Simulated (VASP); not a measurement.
# Li2Pd (P6/mmm) in VASP: notebook, part 3 of 3

VASP 6.6.1.

## 6. Electric field gradients, LDA

This run uses another cell than the first one, of 14.09 Å³/atom.

INCAR reads:

```
SYSTEM = Li2Pd
PREC = Accurate
ENCUT = 520
EDIFF = 1E-8
ISMEAR = -1
SIGMA = 0.08
LREAL = .False.
LASPH = .True.
NELM = 60
ALGO = Normal
ISIF = 2
LWAVE = .False.
LCHARG = .False.
LEFG = .True.
NBANDS = 15
```

KPOINTS reads:

```
regular mesh
0
Gamma
  11 11 15
  0 0 0
```

POSCAR reads:

```
Li2Pd
1.0
    4.2267001844      0.0000000000      0.0000000000
   -2.1133500922      3.6604297339      0.0000000000
    0.0000000000      0.0000000000      2.7319000000
Li Pd
2 1
Direct
    0.3333333333      0.6666666667      0.5000000000
    0.6666666667      0.3333333333      0.5000000000
    0.0000000000      0.0000000000      0.0000000000
```

Potentials or basis: VASP PAW LDA potentials, release 64 (Li_sv, Pd).

On the command line:

```bash
$ cat potpaw_LDA.64/Li_sv/POTCAR potpaw_LDA.64/Pd/POTCAR > POTCAR
$ mpirun -np 1 vasp_std > vasp.out
```

OUTCAR:

```text
SYSTEM = Li2Pd
   PREC = Accurate
   ENCUT = 520
   EDIFF = 1E-8
   ISMEAR = -1
   LREAL = .False.
   LASPH = .True.
   NELM = 60
   ISIF = 2

 ion  position               nearest neighbor table
   1  0.333  0.667  0.500-   2 2.44   2 2.44   2 2.44   3 2.80   3 2.80   3 2.80   3 2.80   3 2.80
                             3 2.80
   2  0.667  0.333  0.500-   1 2.44   1 2.44   1 2.44   3 2.80   3 2.80   3 2.80   3 2.80   3 2.80
                             3 2.80
   3  0.000  0.000  0.000-   1 2.80   2 2.80   1 2.80   2 2.80   2 2.80   2 2.80   1 2.80   1 2.80
                             2 2.80   2 2.80   1 2.80   1 2.80

  LATTYP: Found a hexagonal cell.
 ALAT       =     4.2267001844
 C/A-ratio  =     0.6463434549

  Lattice vectors:

 A1 = (   4.2267001844,   0.0000000000,   0.0000000000)
 A2 = (  -2.1133500922,   3.6604297339,   0.0000000000)
 A3 = (   0.0000000000,   0.0000000000,   2.7319000000)

Analysis of symmetry for initial positions (statically):
=====================================================================
 Subroutine PRICEL returns:
 Original cell was already a primitive cell.

 Routine SETGRP: Setting up the symmetry group for a
 hexagonal supercell.

 Subroutine GETGRP returns: Found 24 space group operations
 (whereof 24 operations were pure point group operations)
 out of a pool of 24 trial point group operations.

The static configuration has the point symmetry D_6h.

Analysis of symmetry for dynamics (positions and initial velocities):
=====================================================================
[... 593 lines left out ...]
     11      11.4522      0.00000
     12      12.4351      0.00000
     13      14.6272      0.00000
     14      15.4132      0.00000
     15      17.0633      0.00000

 [... further k-points ...]

------------------------ aborting loop because EDIFF is reached ----------------------------------------

  FORCE on cell =-STRESS in cart. coord.  units (eV):
  Direction    XX          YY          ZZ          XY          YZ          ZX
  --------------------------------------------------------------------------------------
  -------------------------------------------------------------------------------------
  Total       -1.0276619     -1.0276619     -1.8382719      0.0000000      0.0000000      0.0000000
  in kB      -38.9549400    -38.9549400    -69.6822274      0.0000000      0.0000000      0.0000000
  external PRESSURE =     -49.1973691 kB  Pullay stress =       0.0000000 kB

 VOLUME and BASIS-vectors are now :
 -----------------------------------------------------------------------------
  energy-cutoff  :      520.00
  volume of cell :       42.27
      direct lattice vectors                 reciprocal lattice vectors
     4.226700184  0.000000000  0.000000000     0.236591184  0.136595984  0.000000000
    -2.113350092  3.660429734  0.000000000     0.000000000  0.273191967  0.000000000
     0.000000000  0.000000000  2.731900000     0.000000000  0.000000000  0.366045609

 POSITION                                       TOTAL-FORCE (eV/Angst)
 -----------------------------------------------------------------------------------
     -0.00000      2.44029      1.36595        -0.000000      0.000000      0.000000
      2.11335      1.22014      1.36595         0.000000      0.000000      0.000000
      0.00000      0.00000      0.00000        -0.000000     -0.000000      0.000000
 -----------------------------------------------------------------------------------
    total drift:                                0.000000     -0.000000     -0.000000

  FREE ENERGIE OF THE ION-ELECTRON SYSTEM (eV)
  ---------------------------------------------------
  free  energy   TOTEN  =       -11.6481472267 eV

  energy  without entropy=      -11.6335604164  energy(sigma->0) =      -11.64085382

 Electric field gradients (V/A^2)
---------------------------------------------------------------------
 ion       V_xx      V_yy      V_zz      V_xy      V_xz      V_yz
---------------------------------------------------------------------
   1      -0.016    -0.018     0.034    -0.002     0.000    -0.000
   2      -0.016    -0.018     0.034    -0.002     0.000    -0.000
   3      40.272    40.272   -80.544    -0.000     0.000     0.000
---------------------------------------------------------------------

 Electric field gradients after diagonalization (V/A^2)
 (convention: |V_zz| > |V_xx| > |V_yy|)
----------------------------------------------------------------------
 ion       V_xx      V_yy      V_zz     asymmetry (V_yy - V_xx)/ V_zz
----------------------------------------------------------------------
   1      -0.019    -0.015     0.034       0.122
   2      -0.019    -0.015     0.034       0.122
   3      40.272    40.272   -80.544       0.000
----------------------------------------------------------------------

           NMR quadrupolar parameters

 Cq : quadrupolar parameter    Cq=e*Q*V_zz/h
 eta: asymmetry parameters     (V_yy - V_xx)/ V_zz
 Q  : nuclear electric quadrupole moment in mb (millibarn)
----------------------------------------------------------------------
 ion       Cq(MHz)       eta       Q (mb)
----------------------------------------------------------------------
   1       0.000       0.122       1.000
   2       0.000       0.122       1.000
   3      -0.195       0.000       1.000
----------------------------------------------------------------------
```

OSZICAR:

```text
N       E                     dE             d eps       ncg     rms          rms(c)
DAV:   1     0.756705656020E+02    0.75671E+02   -0.69787E+03  3848   0.109E+03
DAV:   2    -0.436733629342E+01   -0.80038E+02   -0.72316E+02  4624   0.238E+02
DAV:   3    -0.118986089016E+02   -0.75313E+01   -0.73681E+01  7280   0.480E+01
DAV:   4    -0.120142234854E+02   -0.11561E+00   -0.11551E+00  4368   0.847E+00
DAV:   5    -0.120162365991E+02   -0.20131E-02   -0.20130E-02  5593   0.857E-01    0.512E+00
DAV:   6    -0.118130815484E+02    0.20316E+00   -0.17736E+00  4253   0.128E+01    0.220E+00
DAV:   7    -0.116603440894E+02    0.15274E+00   -0.30223E-01  4190   0.544E+00    0.712E-01
DAV:   8    -0.116494833630E+02    0.10861E-01   -0.15688E-02  5718   0.771E-01    0.324E-01
DAV:   9    -0.116481244835E+02    0.13589E-02   -0.56105E-03  4871   0.668E-01    0.761E-02
DAV:  10    -0.116481507373E+02   -0.26254E-04   -0.13301E-04  5038   0.105E-01    0.169E-02
DAV:  11    -0.116481473021E+02    0.34352E-05   -0.18314E-05  5059   0.409E-02    0.336E-03
DAV:  12    -0.116481472192E+02    0.82928E-07   -0.58639E-07  5028   0.664E-03    0.333E-04
DAV:  13    -0.116481472267E+02   -0.75590E-08   -0.43639E-08  5090   0.137E-03
   1 F= -.11648147E+02 E0= -.11640854E+02  d E =-.145868E-01
```

stdout:

```text
POSCAR found type information on POSCAR LiPd
 POSCAR found :  2 types and       3 ions
 scaLAPACK will be used
 LDA part: xc-table for (Slater(with rela. corr.)+CA(PZ))
 , standard interpolation
 POSCAR, INCAR and KPOINTS ok, starting setup
 FFT: planning ... GRIDC
 FFT: planning ... GRID_SOFT
 FFT: planning ... GRID
 WAVECAR not read
 entering main loop
ion   1

ion   2

ion   3
```

Run time: 45 s. Hardware: 1 thread of Intel Xeon Platinum 8124M at 3.00GHz (Skylake/Cascade Lake), shared host; peak memory 0.19 GiB.

What came out:

* Free energy: -11.6481 eV
* Band gap on the k mesh: zero (bands 8 and 9 overlap by 2.30 eV)
* Largest electric field gradient by atom: Li +0.0; Pd -80.5 V/Å²

Electric field gradients, principal values (V/Å²):
```
atom   least  middle  greatest (by size)
1 Li  -0.015  -0.019               0.034
2 Li  -0.015  -0.019               0.034
3 Pd  40.272  40.272             -80.544
```

Caveat: the cutoff is under 1.25 times the usual one of these potentials, so pressure, stress and relaxed cells hold a basis-set (Pulay) error; without QUAD_EFG the Cq values of the log hold for a quadrupole moment of 1 mb, not for the nuclei.

## 7. The runs side by side

| cell | gap on the mesh (eV) |
| --- | --- |
| a = 4.140, b = 4.140, c = 2.676 Å, angles 90.0, 90.0, 120.0°, 3 atoms | none |
| a = 4.198, b = 4.198, c = 2.714 Å, angles 90.0, 90.0, 120.0°, 3 atoms | none |
| a = 4.227, b = 4.227, c = 2.732 Å, angles 90.0, 90.0, 120.0°, 3 atoms | none |

Alike in all rows: task electric field gradients; level LDA; potentials or basis VASP PAW LDA potentials, release 64 (Li_sv, Pd); no spin polarisation; k mesh 11 × 11 × 15; cutoff (eV) 520; smearing fermi-dirac 0.08 eV.

Caveats: the cutoff is under 1.25 times the usual one of these potentials, so pressure, stress and relaxed cells hold a basis-set (Pulay) error.

Total energies depend on the potentials used, so only differences within one code and one set of settings carry meaning.
